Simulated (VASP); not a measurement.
# TiH (Fm-3m) in VASP: further runs, part 2 of 2

VASP 6.6.1. The steps go on from the part before.

### 5 Single point, LDA

This run uses another cell than the first one, of 9.49 Å³/atom, 1.095 times its volume.

INCAR

```
  PREC = Accurate
  ENCUT = 520
  EDIFF = 1E-7
  ISMEAR = 0
  SIGMA = 0.1
  LREAL = F
  LASPH = T
  NELM = 60
  ALGO = Normal
  ISIF = 2
  LWAVE = F
  LCHARG = F
  NBANDS = 14
```

KPOINTS

```
regular mesh
0
Gamma
  9 9 9
```

POSCAR

```
TiH
1.0
    0.0000000000      2.1171963896      2.1171963896
    2.1171963896      0.0000000000      2.1171963896
    2.1171963896      2.1171963896      0.0000000000
Ti H
1 1
Direct
    0.0000000000      0.0000000000      0.0000000000
    0.5000000000      0.5000000000      0.5000000000
```

Potentials or basis: VASP PAW LDA potentials, release 64 (Ti_sv, H).

Command:

```bash
cat potpaw_LDA.64/Ti_sv/POTCAR potpaw_LDA.64/H/POTCAR > POTCAR
mpirun -np 1 vasp_std > vasp.out
```

OUTCAR:

```text
PREC = Accurate
   ENCUT = 520
   EDIFF = 1E-7
   ISMEAR = 0
   LREAL = F
   LASPH = T
   NELM = 60
   ISIF = 2

 ion  position               nearest neighbor table
   1  0.000  0.000  0.000-
   2  0.500  0.500  0.500-

  LATTYP: Found a face centered cubic cell.
 ALAT       =     4.2343927792

  Lattice vectors:

 A1 = (   0.0000000000,   2.1171963896,   2.1171963896)
 A2 = (   2.1171963896,   0.0000000000,   2.1171963896)
 A3 = (   2.1171963896,   2.1171963896,   0.0000000000)

Analysis of symmetry for initial positions (statically):
=====================================================================
 Subroutine PRICEL returns:
 Original cell was already a primitive cell.

 Routine SETGRP: Setting up the symmetry group for a
 face centered cubic supercell.

 Subroutine GETGRP returns: Found 48 space group operations
 (whereof 48 operations were pure point group operations)
 out of a pool of 48 trial point group operations.

The static configuration has the point symmetry O_h .

Analysis of symmetry for dynamics (positions and initial velocities):
=====================================================================
 Subroutine PRICEL returns:
 Original cell was already a primitive cell.

 Routine SETGRP: Setting up the symmetry group for a
 face centered cubic supercell.

 Subroutine GETGRP returns: Found 48 space group operations
 (whereof 48 operations were pure point group operations)
 out of a pool of 48 trial point group operations.

The dynamic configuration has the point symmetry O_h .

 Subroutine INISYM returns: Found 48 space group operations
 (whereof 48 operations are pure point group operations),
 and found     1 'primitive' translations

----------------------------------------------------------------------------------------

                                     Primitive cell

[... 112 lines left out ...]
  Fermi-wavevector in a.u.,A,eV,Ry     =   1.443061  2.726991 28.333128  2.082426
  Thomas-Fermi vector in A             =   2.561511
   LORBIT       =      0    0 simple, 1 ext, 2 COOP (PROOUT), +10 PAW based schemes
   GGA     = CA    functional components
   LHFCALC =     F    Hartree Fock is set to
   AEXX    =    0.0000 exact exchange contribution
   IVDW    =     0    specifies the selected vdW correction
   LEPSILON=     F    determine dielectric tensor
   LRPA    =     F    only Hartree local field effects (RPA)
 non-spin polarized calculation
 Gauss-broadening in eV      SIGMA  =   0.10
  energy-cutoff  :      520.00
  volume of cell :       18.98
 maximum number of plane-waves:       531
 NGX is ok and might be reduce to    24
   NGX = 11   NGY = 11   NGZ = 11

 number of electron      13.0000002 magnetization

 Free energy of the ion-electron system (eV)
  ---------------------------------------------------
  ext. energy  EPLUGINS =         0.00000000
  ---------------------------------------------------
  free energy    TOTEN  =       -12.83440849 eV

  energy without entropy =      -12.82696496  energy(sigma->0) =      -12.83068672

 E-fermi :   8.1578     XC(G=0): -12.0113

 val. band max:        8.1442889952   @ k =  -0.3333   0.4444   0.1111
 cond. band min:       8.1674187184   @ k =   0.3333   0.2222   0.0000
 fundamental gap:      0.0231297232
 Fermi energy:         8.1577606242

 k-point     1 :       0.0000    0.0000    0.0000
  band No.  band energies     occupation
      1     -47.9532      2.00000
      2     -24.3004      2.00000
      3     -24.3004      2.00000
      4     -24.3004      2.00000
      5      -1.0733      2.00000
      6       8.7849      0.00000
      7       8.7849      0.00000
      8       8.7849      0.00000
      9      10.1466      0.00000
     10      10.1466      0.00000
     11      18.5206      0.00000
     12      22.5970      0.00000
     13      24.0650      0.00000
     14      24.0650      0.00000
[... 377 lines left out ...]
      1     -47.8306      2.00000
      2     -24.7950      2.00000
      3     -24.4879      2.00000
      4     -24.4879      2.00000
      5       1.5981      2.00000
      6       6.4538      2.00000
      7       9.4041      0.00000
      8      11.1097      0.00000
      9      11.4269      0.00000
     10      11.4269      0.00000
     11      14.7913      0.00000
     12      17.7730      0.00000
     13      17.7730      0.00000
     14      21.6649      0.00000

 [... further k-points ...]
[... 5 lines left out ...]
  --------------------------------------------------------------------------------------
  -------------------------------------------------------------------------------------
  Total       -1.4961081     -1.4961081     -1.4961081      0.0000000     -0.0000000      0.0000000
  in kB     -126.2874268   -126.2874268   -126.2874268      0.0000000     -0.0000000      0.0000000
  external PRESSURE =    -126.2874268 kB  Pullay stress =       0.0000000 kB

 VOLUME and BASIS-vectors are now :
 -----------------------------------------------------------------------------
  energy-cutoff  :      520.00
  volume of cell :       18.98
      direct lattice vectors                 reciprocal lattice vectors
     0.000000000  2.117196390  2.117196390    -0.236161370  0.236161370  0.236161370
     2.117196390  0.000000000  2.117196390     0.236161370 -0.236161370  0.236161370
     2.117196390  2.117196390  0.000000000     0.236161370  0.236161370 -0.236161370

 POSITION                                       TOTAL-FORCE (eV/Angst)
 -----------------------------------------------------------------------------------
      0.00000      0.00000      0.00000         0.000000      0.000000      0.000000
      2.11720      2.11720      2.11720        -0.000000     -0.000000     -0.000000
 -----------------------------------------------------------------------------------
    total drift:                                0.000000     -0.000000     -0.000000

  FREE ENERGIE OF THE ION-ELECTRON SYSTEM (eV)
  ---------------------------------------------------
  free  energy   TOTEN  =       -12.8344084880 eV

  energy  without entropy=      -12.8269649601  energy(sigma->0) =      -12.83068672
```

OSZICAR:

```text
N       E                     dE             d eps       ncg     rms          rms(c)
DAV:   1     0.913731735599E+02    0.91373E+02   -0.65522E+03   980   0.105E+03
DAV:   2    -0.100165770659E+02   -0.10139E+03   -0.97982E+02  1016   0.286E+02
DAV:   3    -0.143694627372E+02   -0.43529E+01   -0.42947E+01  1322   0.612E+01
DAV:   4    -0.144596822978E+02   -0.90220E-01   -0.89931E-01  1102   0.792E+00
DAV:   5    -0.144617415181E+02   -0.20592E-02   -0.20586E-02  1172   0.109E+00    0.101E+01
DAV:   6    -0.128687426964E+02    0.15930E+01   -0.20936E+00  1082   0.238E+01    0.209E+00
DAV:   7    -0.128374490626E+02    0.31294E-01   -0.14937E-01  1126   0.298E+00    0.122E+00
DAV:   8    -0.128337803735E+02    0.36687E-02   -0.31862E-02  1066   0.210E+00    0.283E-01
DAV:   9    -0.128343535730E+02   -0.57320E-03   -0.19501E-03  1178   0.420E-01    0.946E-02
DAV:  10    -0.128344030780E+02   -0.49505E-04   -0.11996E-04  1040   0.119E-01    0.465E-02
DAV:  11    -0.128344087775E+02   -0.56996E-05   -0.56836E-05  1040   0.752E-02    0.754E-03
DAV:  12    -0.128344084997E+02    0.27779E-06   -0.23980E-06  1154   0.170E-02    0.301E-03
DAV:  13    -0.128344084880E+02    0.11740E-07   -0.12765E-07  1100   0.406E-03
   1 F= -.12834408E+02 E0= -.12830687E+02  d E =-.744353E-02
```

It took 20 s on 1 thread of AMD EPYC, shared host; peak memory 0.09 GiB.

What came out:

```yaml
Free_energy: -12.8344 eV
Pressure: -12.6 GPa
```

### 6 Single point, LDA

This run uses another cell than the first one, of 9.76 Å³/atom, 1.126 times its volume.

INCAR

```
SYSTEM = TiH
PREC     = Accurate       ! precision mode
ENCUT    = 520            ! plane-wave cutoff, eV
EDIFF    = 1E-7           ! SCF threshold, eV
ISMEAR   = 0              ! smearing method
SIGMA    = 0.1            ! smearing width, eV
LREAL    = .FALSE.        ! projectors in reciprocal space
LASPH    = .TRUE.         ! aspherical terms in the spheres
NELM     = 60             ! most SCF steps
ALGO     = Normal         ! electronic algorithm
ISIF     = 2              ! what is computed and relaxed
LWAVE    = .FALSE.        ! write WAVECAR
LCHARG   = .TRUE.         ! write CHGCAR
GGA      = CA             ! functional
LELF     = .TRUE.         ! ELF
LVHAR    = .TRUE.       
NBANDS   = 14             ! bands
```

KPOINTS

```
Automatic mesh
0
G
  9 9 9
  0 0 0
```

POSCAR

```
TiH
1.0
    0.0000000000      2.1373613784      2.1373613784
    2.1373613784      0.0000000000      2.1373613784
    2.1373613784      2.1373613784      0.0000000000
Ti H
1 1
Direct
    0.0000000000      0.0000000000      0.0000000000
    0.5000000000      0.5000000000      0.5000000000
```

Potentials or basis: VASP PAW LDA potentials, release 64 (Ti_sv, H).

Command:

```bash
cat potpaw_LDA.64/Ti_sv/POTCAR potpaw_LDA.64/H/POTCAR > POTCAR
mpirun -np 1 vasp_std > vasp.out
```

OUTCAR:

```text
SYSTEM = TiH
   PREC = Accurate
   ENCUT = 520
   EDIFF = 1E-7
   ISMEAR = 0
   LREAL = .FALSE.
   LASPH = .TRUE.
   NELM = 60
   ISIF = 2
   GGA = CA

 ion  position               nearest neighbor table
   1  0.000  0.000  0.000-
   2  0.500  0.500  0.500-

  LATTYP: Found a face centered cubic cell.
 ALAT       =     4.2747227568

  Lattice vectors:

 A1 = (   0.0000000000,   2.1373613784,   2.1373613784)
 A2 = (   2.1373613784,   0.0000000000,   2.1373613784)
 A3 = (   2.1373613784,   2.1373613784,   0.0000000000)

Analysis of symmetry for initial positions (statically):
=====================================================================
 Subroutine PRICEL returns:
 Original cell was already a primitive cell.

 Routine SETGRP: Setting up the symmetry group for a
 face centered cubic supercell.

 Subroutine GETGRP returns: Found 48 space group operations
 (whereof 48 operations were pure point group operations)
 out of a pool of 48 trial point group operations.

The static configuration has the point symmetry O_h .

Analysis of symmetry for dynamics (positions and initial velocities):
=====================================================================
 Subroutine PRICEL returns:
[... 167 lines left out ...]
      2     -24.6659      2.00000
      3     -24.6659      2.00000
      4     -24.6659      2.00000
      5      -1.2377      2.00000
      6       8.4772      0.00000
      7       8.4772      0.00000
      8       8.4772      0.00000
      9       9.7839      0.00000
     10       9.7839      0.00000
     11      17.9554      0.00000
     12      22.1542      0.00000
     13      23.5245      0.00000
     14      23.5245      0.00000
[... 377 lines left out ...]
      1     -48.1861      2.00000
      2     -25.1154      2.00000
      3     -24.8369      2.00000
      4     -24.8369      2.00000
      5       1.4461      2.00000
      6       6.2311      2.00000
      7       9.0304      0.00000
      8      10.7089      0.00000
      9      11.0157      0.00000
     10      11.0157      0.00000
     11      14.2730      0.00000
     12      17.2596      0.00000
     13      17.2596      0.00000
     14      20.9199      0.00000

 [... further k-points ...]
[... 5 lines left out ...]
  --------------------------------------------------------------------------------------
  -------------------------------------------------------------------------------------
  Total       -1.8974606     -1.8974606     -1.8974606     -0.0000000     -0.0000000     -0.0000000
  in kB     -155.6752163   -155.6752163   -155.6752163     -0.0000000     -0.0000000     -0.0000000
  external PRESSURE =    -155.6752163 kB  Pullay stress =       0.0000000 kB

 VOLUME and BASIS-vectors are now :
 -----------------------------------------------------------------------------
  energy-cutoff  :      520.00
  volume of cell :       19.53
      direct lattice vectors                 reciprocal lattice vectors
     0.000000000  2.137361378  2.137361378    -0.233933300  0.233933300  0.233933300
     2.137361378  0.000000000  2.137361378     0.233933300 -0.233933300  0.233933300
     2.137361378  2.137361378  0.000000000     0.233933300  0.233933300 -0.233933300

 POSITION                                       TOTAL-FORCE (eV/Angst)
 -----------------------------------------------------------------------------------
      0.00000      0.00000      0.00000        -0.000000      0.000000      0.000000
      2.13736      2.13736      2.13736         0.000000     -0.000000      0.000000
 -----------------------------------------------------------------------------------
    total drift:                                0.000000     -0.000000     -0.000000

  FREE ENERGIE OF THE ION-ELECTRON SYSTEM (eV)
  ---------------------------------------------------
  free  energy   TOTEN  =       -12.7864815718 eV

  energy  without entropy=      -12.7789510847  energy(sigma->0) =      -12.78271633
```

OSZICAR:

```text
N       E                     dE             d eps       ncg     rms          rms(c)
DAV:   1     0.900086383277E+02    0.90009E+02   -0.63268E+03   980   0.102E+03
DAV:   2    -0.100918576011E+02   -0.10010E+03   -0.96527E+02  1034   0.286E+02
DAV:   3    -0.143897563031E+02   -0.42979E+01   -0.42235E+01  1352   0.591E+01
DAV:   4    -0.144521042494E+02   -0.62348E-01   -0.62291E-01  1106   0.664E+00
DAV:   5    -0.144533022633E+02   -0.11980E-02   -0.11980E-02  1196   0.823E-01    0.988E+00
DAV:   6    -0.128184348837E+02    0.16349E+01   -0.22050E+00  1082   0.241E+01    0.195E+00
DAV:   7    -0.127904795855E+02    0.27955E-01   -0.14958E-01  1100   0.300E+00    0.119E+00
DAV:   8    -0.127858640698E+02    0.46155E-02   -0.28802E-02  1084   0.199E+00    0.267E-01
DAV:   9    -0.127864175954E+02   -0.55353E-03   -0.16686E-03  1148   0.373E-01    0.899E-02
DAV:  10    -0.127864724341E+02   -0.54839E-04   -0.10203E-04  1106   0.999E-02    0.444E-02
DAV:  11    -0.127864817611E+02   -0.93270E-05   -0.57505E-05  1022   0.751E-02    0.743E-03
DAV:  12    -0.127864816021E+02    0.15904E-06   -0.28173E-06  1160   0.177E-02    0.270E-03
DAV:  13    -0.127864815718E+02    0.30238E-07   -0.11652E-07  1058   0.381E-03
   1 F= -.12786482E+02 E0= -.12782716E+02  d E =-.753049E-02
```

stdout:

```text
POSCAR found type information on POSCAR TiH
 POSCAR found :  2 types and       2 ions
 scaLAPACK will be used
 LDA part: xc-table for (Slater(with rela. corr.)+CA(PZ))
 , standard interpolation
 POSCAR, INCAR and KPOINTS ok, starting setup
 FFT: planning ... GRIDC
 FFT: planning ... GRID_SOFT
 FFT: planning ... GRID
 WAVECAR not read
 entering main loop
```

Wall time 23 s (1 thread of AMD EPYC, shared host); peak memory 0.1 GiB.

What came out:

* Free energy: -12.7865 eV
* Pressure: -15.6 GPa

### 7 Summary

| cell | gap on the mesh (eV) | pressure (GPa) |
| --- | --- | --- |
| a = 2.905 Å, angles 60.0°, 2 atoms | none | -0.6 |
| a = 2.935 Å, angles 60.0°, 2 atoms | none | -5.3 |
| a = 2.965 Å, angles 60.0°, 2 atoms | none | -9.2 |
| a = 2.994 Å, angles 60.0°, 2 atoms | none | -12.6 |
| a = 3.023 Å, angles 60.0°, 2 atoms | none | -15.6 |

Alike in all rows: task single point; level LDA; potentials or basis VASP PAW LDA potentials, release 64 (Ti_sv, H); no spin polarisation; k mesh 9 × 9 × 9; cutoff (eV) 520; smearing gaussian 0.1 eV.

Absolute energies hang on the potentials; compare differences alone.
